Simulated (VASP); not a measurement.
Ti36H (a cell with a defect): single point with PBE

Ti36H (a cell with a defect):

```
CELL_PARAMETERS angstrom
8.81807 0.00000 0.00000
-4.40904 7.63667 0.00000
0.00000 0.00000 9.29704
ATOMIC_POSITIONS crystal
Ti 0.11162 0.22203 0.12629
Ti 0.22051 0.10724 0.37319
Ti 0.10770 0.21995 0.62777
Ti 0.22280 0.11066 0.87475
Ti 0.11146 0.55506 0.12520
Ti 0.22044 0.44663 0.37325
Ti 0.11112 0.55559 0.62623
Ti 0.22267 0.44326 0.87475
Ti 0.11148 0.88879 0.12512
Ti 0.22204 0.77771 0.37263
Ti 0.11123 0.88789 0.62618
Ti 0.22284 0.77697 0.87392
Ti 0.44444 0.22207 0.12614
Ti 0.55628 0.11080 0.37463
Ti 0.44703 0.21979 0.62768
Ti 0.55567 0.11025 0.87568
Ti 0.44439 0.55465 0.12619
Ti 0.55989 0.44657 0.37320
Ti 0.44695 0.55926 0.62770
Ti 0.55549 0.44326 0.87467
Ti 0.44428 0.88827 0.12702
Ti 0.55627 0.77865 0.37473
Ti 0.44547 0.88879 0.62833
Ti 0.55568 0.77652 0.87577
Ti 0.77816 0.22206 0.12693
Ti 0.88835 0.11081 0.37480
Ti 0.77804 0.22148 0.62831
Ti 0.88953 0.11029 0.87571
Ti 0.77760 0.55495 0.12518
Ti 0.88938 0.44496 0.37253
Ti 0.77920 0.55569 0.62614
Ti 0.88903 0.44319 0.87394
Ti 0.77810 0.88841 0.12698
Ti 0.88947 0.77776 0.37251
Ti 0.77801 0.88863 0.62834
Ti 0.88899 0.77688 0.87389
H 0.33370 0.33320 0.50046
```

| Quantity | Value |
| --- | --- |
| Program | VASP 6.6.1 |
| Task | single point |
| Functional | PBE |
| Potentials or basis | VASP PAW PBE potentials, release 64 (Ti_sv, H) |
| Cutoff | 520 eV |
| k mesh | 1 × 1 × 1 |
| Occupations | methfessel-paxton, width 0.1 eV |
| Spin | no spin polarisation |
| Dipole correction | no |
| Further INCAR settings | LREAL = Auto; ALGO = Normal; EDIFF = 1e-06; NBANDS = 240 |

| Item | Value |
| --- | --- |
| Pressure | -0.9 GPa |
| Largest force | 0.017 eV/Å |
| Band gap on the k mesh | zero (an odd number of electrons rules out a gap without spin polarisation) |

Forces in eV/Å, atoms in the order of the input:
```
Ti  -0.005 -0.001 -0.001
Ti   0.002 -0.005 -0.011
Ti  -0.010 -0.006  0.008
Ti   0.007  0.005 -0.005
Ti  -0.008 -0.001 -0.005
Ti   0.002 -0.006 -0.004
Ti  -0.001  0.005 -0.003
Ti   0.008 -0.002  0.003
Ti   0.006 -0.004 -0.003
Ti  -0.004  0.001 -0.011
Ti   0.002 -0.010  0.005
Ti  -0.008 -0.001 -0.002
Ti   0.007 -0.002  0.003
Ti  -0.003 -0.006  0.000
Ti   0.000 -0.008  0.000
Ti   0.002  0.009  0.006
Ti   0.001  0.004  0.001
Ti  -0.002  0.001 -0.001
Ti  -0.001 -0.002  0.015
Ti   0.001  0.003  0.005
Ti   0.001  0.009 -0.015
Ti  -0.003  0.006  0.003
Ti   0.003  0.002 -0.002
Ti   0.008 -0.002 -0.007
Ti   0.000 -0.002  0.004
Ti  -0.005  0.010  0.001
Ti   0.004 -0.005  0.008
Ti  -0.012  0.012  0.004
Ti   0.001  0.007 -0.002
Ti   0.001 -0.001 -0.005
Ti   0.004  0.000 -0.002
Ti   0.000  0.003  0.006
Ti  -0.003 -0.004 -0.009
Ti   0.002 -0.014  0.006
Ti  -0.001  0.005  0.006
Ti   0.001  0.001  0.003
H    0.000  0.001  0.000
```

Stress tensor (GPa, compression positive):
```
-0.49 -0.01 -0.01
-0.01 -0.50  0.01
-0.01  0.01 -1.85
```

Levels at points of the mesh, in eV from the Fermi level:
| k point | band 213 | band 214 | band 215 | band 216 | band 217 | band 218 | band 219 | band 220 |
| --- | --- | --- | --- | --- | --- | --- | --- | --- |
| (0.00, 0.00, 0.00) | -0.20 | -0.20 | -0.19 | -0.19 | 0.00 | 0.18 | 0.20 | 0.21 |

Wall time 8 min on 1 thread of Intel(R) Xeon(R) Platinum 8259CL CPU @ 2.50GHz (Skylake/Cascade Lake), with other jobs on the host, peak memory 0.72 GiB.

Caveat: the k points lie up to 0.82 Å⁻¹ apart, too coarse for converged energies and pressures of a metal.
